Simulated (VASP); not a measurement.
# Sr (Fm-3m) in VASP: further runs

The runs below take Sr through single point, with PBE.

Everything below comes from runs of VASP 6.6.1. Logs are shortened: lines on timing, memory, paths and dates and some standing lists are left out, and cuts for length are marked.

## (1) The cell of the first run

Symmetry: Fm-3m, No. 225, cubic system. The conventional cell has a = 6.038 Å, b = 6.038 Å, c = 6.038 Å, α = 90.00°, β = 90.00°, γ = 90.00°. Within 5.6 Å of Sr (site symmetry m-3m) lie 12 Sr at 4.27 Å.

## (2) Single point, PBE

Contents of INCAR:

```
  PREC = Accurate
  ENCUT = 520
  EDIFF = 1E-7
  ISMEAR = 1
  SIGMA = 0.1
  LREAL = False
  LASPH = True
  NELM = 80
  ALGO = Normal
  ISIF = 2
  LWAVE = False
  LCHARG = False
  GGA = PE
  NBANDS = 11
```

Contents of KPOINTS:

```
Automatic mesh
0
Gamma
  9 9 9
```

Contents of POSCAR:

```
Sr
1.0
    0.0000000000      3.0191365063      3.0191365063
    3.0191365063      0.0000000000      3.0191365063
    3.0191365063      3.0191365063      0.0000000000
Sr
1
Direct
    0.0000000000      0.0000000000      0.0000000000
```

Potentials or basis: VASP PAW PBE potentials, release 64 (Sr_sv).

Run with:

```sh
cat potpaw_PBE.64/Sr_sv/POTCAR > POTCAR
mpirun -np 1 vasp_std > vasp.out
```

OUTCAR:

```text
PREC = Accurate
   ENCUT = 520
   EDIFF = 1E-7
   ISMEAR = 1
   LREAL = False
   LASPH = True
   NELM = 80
   ISIF = 2
   GGA = PE

 ion  position               nearest neighbor table
   1  0.000  0.000  0.000-

  LATTYP: Found a face centered cubic cell.
 ALAT       =     6.0382730126

  Lattice vectors:

 A1 = (   0.0000000000,   3.0191365063,   3.0191365063)
 A2 = (   3.0191365063,   0.0000000000,   3.0191365063)
 A3 = (   3.0191365063,   3.0191365063,   0.0000000000)

Analysis of symmetry for initial positions (statically):
=====================================================================
 Subroutine PRICEL returns:
 Original cell was already a primitive cell.

 Routine SETGRP: Setting up the symmetry group for a
 face centered cubic supercell.

 Subroutine GETGRP returns: Found 48 space group operations
 (whereof 48 operations were pure point group operations)
 out of a pool of 48 trial point group operations.

The static configuration has the point symmetry O_h .

Analysis of symmetry for dynamics (positions and initial velocities):
=====================================================================
 Subroutine PRICEL returns:
 Original cell was already a primitive cell.

 Routine SETGRP: Setting up the symmetry group for a
 face centered cubic supercell.

 Subroutine GETGRP returns: Found 48 space group operations
 (whereof 48 operations were pure point group operations)
 out of a pool of 48 trial point group operations.

The dynamic configuration has the point symmetry O_h .

 Subroutine INISYM returns: Found 48 space group operations
 (whereof 48 operations are pure point group operations),
 and found     1 'primitive' translations

----------------------------------------------------------------------------------------

                                     Primitive cell

  volume of cell :      55.0400

  direct lattice vectors                    reciprocal lattice vectors
     0.000000000  3.019136506  3.019136506    -0.165610266  0.165610266  0.165610266
     3.019136506  0.000000000  3.019136506     0.165610266 -0.165610266  0.165610266
     3.019136506  3.019136506  0.000000000     0.165610266  0.165610266 -0.165610266

  length of vectors
     4.269703794  4.269703794  4.269703794     0.286845395  0.286845395  0.286845395

  position of ions in fractional coordinates (direct lattice)
     0.000000000  0.000000000  0.000000000

  ion indices of the primitive-cell ions
   primitive index   ion index
                 1           1

----------------------------------------------------------------------------------------

 KPOINTS: Automatic mesh

Automatic generation of k-mesh.
 Grid dimensions read from file:
 generate k-points for:    9    9    9

 Generating k-lattice:

  Cartesian coordinates                     Fractional coordinates (reciprocal lattice)
    -0.018401141  0.018401141  0.018401141     0.111111111  0.000000000  0.000000000
     0.018401141 -0.018401141  0.018401141     0.000000000  0.111111111  0.000000000
     0.018401141  0.018401141 -0.018401141     0.000000000  0.000000000  0.111111111

  Length of vectors
     0.031871711  0.031871711  0.031871711

  Shift w.r.t. Gamma in fractional coordinates (k-lattice)
     0.000000000  0.000000000  0.000000000

 Subroutine IBZKPT returns following result:
 ===========================================

 Found     35 irreducible k-points:

 Following reciprocal coordinates:
            Coordinates               Weight
  0.000000  0.000000  0.000000      1.000000
  0.111111  0.000000  0.000000      8.000000
  0.222222  0.000000  0.000000      8.000000
  0.333333  0.000000  0.000000      8.000000
  0.444444  0.000000  0.000000      8.000000
  0.111111  0.111111  0.000000      6.000000
[... 16 lines left out ...]
 -0.333333  0.333333  0.000000     12.000000
  0.444444  0.444444  0.000000      6.000000
 [... further k-points ...]
   k-points           NKPTS =     35   k-points in BZ     NKDIM =     35   number of bands    NBANDS=     11
   number of dos      NEDOS =    301   number of ions     NIONS =      1
   total plane-waves  NPLWV =  32768
   dimension x,y,z NGX =    32 NGY =   32 NGZ =   32
   dimension x,y,z NGXF=    64 NGYF=   64 NGZF=   64
   ions per type =               1
   NGX,Y,Z   is equivalent  to a cutoff of  12.46, 12.46, 12.46 a.u.
   NGXF,Y,Z  is equivalent  to a cutoff of  24.92, 24.92, 24.92 a.u.
 SYSTEM =  unknown system
   PREC   = accura    normal or accurate (medium, high low for compatibility)
   ISTART =      0    job   : 0-new  1-cont  2-samecut
   ICHARG =      2    charge: 1-file 2-atom 10-const
   ISPIN  =      1    spin polarized calculation?
   LNONCOLLINEAR =      F non collinear calculations
   LSORBIT =      F    spin-orbit coupling
   LASPH  =      T    aspherical Exc in radial PAW
   ENCUT  =  520.0 eV  38.22 Ry    6.18 a.u.   7.94  7.94  7.94*2*pi/ulx,y,z
   NELM   =     80;   NELMIN=  2; NELMDL= -5     # of ELM steps
   EDIFF  = 0.1E-06   stopping-criterion for ELM
   LREAL  =      F    real-space projection
   EDIFFG = 0.1E-05   stopping-criterion for IOM
   NSW    =      0    number of steps for IOM
   IBRION =     -1    ionic relax: 0-MD 1-quasi-New 2-CG
   NFREE  =      0    steps in history (QN), initial steepest desc. (CG)
   ISIF   =      2    stress and relaxation
   ISYM   =      2    0-nonsym 1-usesym 2-fastsym
   POTIM  = 0.5000    time-step for ionic-motion
   TEBEG  =    0.0;   TEEND  =   0.0 temperature during run
   PSTRESS=    0.0 pullay stress
   NELECT =      10.0000    total number of electrons
   NUPDOWN=      -1.0000    fix difference up-down
   EMIN   =  10.00;   EMAX   =-10.00  energy-range for DOS
   EFERMI =   0.00;   METHOD = LEGACY
   ISMEAR =     1;   SIGMA  =   0.10  broadening in eV -4-tet -1-fermi 0-gaus
   EFERMI_NEDOS =   21; number of points for ismear=-14 and -15
   IALGO  =     38    algorithm
   IMIX   =      4    mixing-type and parameters
     AMIX     =   0.40;   BMIX     =  1.00
     AMIX_MAG =   1.60;   BMIX_MAG =  1.00
  volume/ion in A,a.u.               =      55.04       371.43
  Fermi-wavevector in a.u.,A,eV,Ry     =   0.927218  1.752189 11.697393  0.859734
  Thomas-Fermi vector in A             =   2.053265
   LORBIT       =      0    0 simple, 1 ext, 2 COOP (PROOUT), +10 PAW based schemes
   GGA     = PE    functional components
   LHFCALC =     F    Hartree Fock is set to
   AEXX    =    0.0000 exact exchange contribution
   IVDW    =     0    specifies the selected vdW correction
   LEPSILON=     F    determine dielectric tensor
   LRPA    =     F    only Hartree local field effects (RPA)
 non-spin polarized calculation
 Methfessel and Paxton  Order N= 1 SIGMA  =   0.10
  energy-cutoff  :      520.00
  volume of cell :       55.04
 maximum number of plane-waves:      1491
   NGX = 15   NGY = 15   NGZ = 15

 number of electron      10.0000000 magnetization

 Free energy of the ion-electron system (eV)
  ---------------------------------------------------
  ext. energy  EPLUGINS =         0.00000000
  ---------------------------------------------------
  free energy    TOTEN  =        -1.63451788 eV

  energy without entropy =       -1.63547773  energy(sigma->0) =       -1.63483783

 E-fermi :   1.5689     XC(G=0):  -7.3467

 val. band max:        1.5243079064   @ k =  -0.3333   0.4444   0.2222
 cond. band min:       1.6115465177   @ k =  -0.4444   0.2222   0.0000
 fundamental gap:      0.0872386113
 Fermi energy:         1.5688882667

 k-point     1 :       0.0000    0.0000    0.0000
  band No.  band energies     occupation
      1     -35.0352      2.00000
      2     -16.9236      2.00000
      3     -16.9236      2.00000
      4     -16.9236      2.00000
      5      -2.0625      2.00000
      6       3.9255      0.00000
      7       3.9255      0.00000
      8       3.9255      0.00000
      9       5.3904      0.00000
     10       5.3904      0.00000
     11       8.6830      0.00000

 k-point     2 :       0.1111    0.0000    0.0000
  band No.  band energies     occupation
      1     -35.0336      2.00000
      2     -16.9470      2.00000
      3     -16.9267      2.00000
      4     -16.9267      2.00000
      5      -1.8650      2.00000
      6       3.6297      0.00000
      7       4.0136      0.00000
      8       4.0136      0.00000
      9       5.2776      0.00000
     10       5.2776      0.00000
     11       9.1593      0.00000

 k-point     3 :       0.2222    0.0000    0.0000
  band No.  band energies     occupation
      1     -35.0295      2.00000
      2     -17.0055      2.00000
      3     -16.9347      2.00000
      4     -16.9347      2.00000
      5      -1.3066      2.00000
      6       3.0095     -0.00000
      7       4.0975      0.00000
      8       4.0975      0.00000
      9       5.2626      0.00000
     10       5.2626      0.00000
     11       8.6049      0.00000

 k-point     4 :       0.3333    0.0000    0.0000
  band No.  band energies     occupation
      1     -35.0248      2.00000
      2     -17.0708      2.00000
      3     -16.9437      2.00000
      4     -16.9437      2.00000
      5      -0.4988      2.00000
      6       2.3557     -0.00000
      7       3.9430      0.00000
      8       3.9430      0.00000
      9       5.7373      0.00000
     10       5.7373      0.00000
     11       7.7605      0.00000
[... 239 lines left out ...]
 k-point    22 :      -0.4444    0.3333    0.0000
  band No.  band energies     occupation
      1     -35.0175      2.00000
      2     -17.0830      2.00000
      3     -17.0224      2.00000
      4     -16.9812      2.00000
      5       1.2441      2.00004
      6       1.8699     -0.00018
      7       2.5382     -0.00000
      8       5.0089      0.00000
      9       5.6387      0.00000
     10       6.4316      0.00000
     11       7.1364      0.00000

 k-point    23 :      -0.3333    0.3333    0.0000
  band No.  band energies     occupation
      1     -35.0179      2.00000
      2     -17.0550      2.00000
      3     -17.0538      2.00000
      4     -16.9704      2.00000
      5       1.3974      2.03583
      6       1.9112     -0.00001
      7       2.3561     -0.00000
      8       4.6780      0.00000
      9       5.6126      0.00000
     10       5.9176      0.00000
     11       8.1230      0.00000

 k-point    24 :       0.4444    0.4444    0.0000
  band No.  band energies     occupation
      1     -35.0174      2.00000
      2     -17.1018      2.00000
      3     -16.9925      2.00000
      4     -16.9925      2.00000
      5       0.8149      2.00000
      6       1.9682     -0.00000
      7       2.6635     -0.00000
      8       6.1792      0.00000
      9       6.1792      0.00000
     10       6.3979      0.00000
     11       7.5147      0.00000

 [... further k-points ...]

------------------------ aborting loop because EDIFF is reached ----------------------------------------

  FORCE on cell =-STRESS in cart. coord.  units (eV):
  Direction    XX          YY          ZZ          XY          YZ          ZX
  --------------------------------------------------------------------------------------
  -------------------------------------------------------------------------------------
  Total       -0.0347006     -0.0347006     -0.0347006      0.0000000      0.0000000     -0.0000000
  in kB       -1.0101116     -1.0101116     -1.0101116      0.0000000      0.0000000     -0.0000000
  external PRESSURE =      -1.0101116 kB  Pullay stress =       0.0000000 kB

 VOLUME and BASIS-vectors are now :
 -----------------------------------------------------------------------------
  energy-cutoff  :      520.00
  volume of cell :       55.04
      direct lattice vectors                 reciprocal lattice vectors
     0.000000000  3.019136506  3.019136506    -0.165610266  0.165610266  0.165610266
     3.019136506  0.000000000  3.019136506     0.165610266 -0.165610266  0.165610266
     3.019136506  3.019136506  0.000000000     0.165610266  0.165610266 -0.165610266

 POSITION                                       TOTAL-FORCE (eV/Angst)
 -----------------------------------------------------------------------------------
      0.00000      0.00000      0.00000        -0.000000     -0.000000     -0.000000
 -----------------------------------------------------------------------------------
    total drift:                                0.000000      0.000000      0.000000

  FREE ENERGIE OF THE ION-ELECTRON SYSTEM (eV)
  ---------------------------------------------------
  free  energy   TOTEN  =        -1.6345178787 eV

  energy  without entropy=       -1.6354777286  energy(sigma->0) =       -1.63483783
```

It took 24 s on 1 thread of Intel Xeon 8259CL, shared host; peak memory 0.18 GiB.

What came out:

- Free energy: -1.6345 eV
- Pressure: -0.1 GPa

## (3) Single point, PBE

Contents of INCAR:

```
SYSTEM = Sr
PREC = Accurate
ENCUT = 520
EDIFF = 1E-7
ISMEAR = 1
SIGMA = 0.2
LREAL = .False.
LASPH = .True.
NELM = 60
ALGO = Normal
ISIF = 2
LWAVE = .False.
LCHARG = .False.
GGA = PE
NBANDS = 11
```

Contents of KPOINTS:

```
regular mesh
0
Gamma
  9 9 9
  0 0 0
```

POSCAR is that of step 2.

Potentials or basis: VASP PAW PBE potentials, release 64 (Sr_sv).

Run with:

```sh
cat potpaw_PBE.64/Sr_sv/POTCAR > POTCAR
mpirun -np 1 vasp_std > vasp.out
```

Wall time 23 s (1 thread of Intel Xeon 8259CL, shared host); peak memory 0.18 GiB.

The run converged. Its results:

```yaml
Free_energy: -1.6345 eV
Pressure: 0.0 GPa
```

Levels at points of the mesh, in eV from the Fermi level:
```
           k point  band 2  band 3  band 4  band 5  band 6  band 7  band 8  band 9
(0.00, 0.00, 0.00)  -18.51  -18.51  -18.51   -3.64    2.34    2.34    2.34    3.81
```

## (4) Single point, PBE

Contents of INCAR:

```
PREC = Accurate
ENCUT = 520
EDIFF = 1E-6
ISMEAR = 1
SIGMA = 0.3
LREAL = F
LASPH = T
NELM = 80
ALGO = Normal
ISIF = 2
LWAVE = F
LCHARG = T
GGA = PE
LELF = T
LVHAR = T
NBANDS = 11
```

Contents of KPOINTS:

```
regular mesh
0
Gamma
  9 9 9
```

POSCAR is that of step 3.

Run with:

```sh
cat potpaw_PBE.64/Sr_sv/POTCAR > POTCAR
mpirun -np 1 vasp_std > vasp.out
```

Wall time 23 s (1 thread of Intel Xeon 8259CL, shared host); peak memory 0.17 GiB.

It converged, with:

* Free energy: -1.6352 eV
* Pressure: 0.0 GPa

Levels at points of the mesh, in eV from the Fermi level:
| k point | band 1 | band 2 | band 3 | band 4 | band 5 | band 6 | band 7 | band 8 | band 9 | band 10 |
| --- | --- | --- | --- | --- | --- | --- | --- | --- | --- | --- |
| (0.00, 0.00, 0.00) | -36.63 | -18.52 | -18.52 | -18.52 | -3.65 | 2.34 | 2.34 | 2.34 | 3.80 | 3.80 |

Caveat: so wide a smearing shifts energies and pressures.

## (5) Summary

| smearing | pressure (GPa) |
| --- | --- |
| methfessel-paxton 0.1 eV | -0.1 |
| methfessel-paxton 0.2 eV | 0.0 |
| methfessel-paxton 0.3 eV | 0.0 |

Alike in all rows: task single point; level PBE; potentials or basis VASP PAW PBE potentials, release 64 (Sr_sv); no spin polarisation; cell as given; k mesh 9 × 9 × 9; cutoff (eV) 520.

Caveats: so wide a smearing shifts energies and pressures (at least some runs).

Total energies depend on the potentials used, so only differences within one code and one set of settings carry meaning.
